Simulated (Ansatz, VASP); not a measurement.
**Bi in VASP and in Ansatz**

```
Bi
1.0
    -2.05954    2.05954    1.77368
     2.05954   -2.05954    1.77368
     2.05954    2.05954   -1.77368
Bi
1
Direct
  0.00000 0.00000 0.00000
```

Alike in both runs: task single point; functional PBE; dispersion D3(BJ); k mesh 18 × 18 × 18; occupations gaussian, width 0.15 eV; no spin polarisation.

```csv
,VASP,Ansatz
version,VASP 6.6.1,Ansatz 0.2.0
potentials or method,"VASP PAW PBE potentials, release 64 (Bi_d), cutoff 520 eV","scalar-relativistic, plane waves, PAW"
valence electrons in the cell,15,15
```

|  | VASP | Ansatz | Ansatz less VASP |
| --- | --- | --- | --- |
| gap on the k mesh at the Fermi level (eV) | none | none | - |
| pressure (GPa) | 0.5 | 0.5 | +0.05 |
| traceless stress, the component that is largest in VASP (GPa) | 0.56 | 0.57 | +0.007 |

A gap of «none» marks a metal or a gap that the smearing closes.

Neither program's run includes spin-orbit coupling.
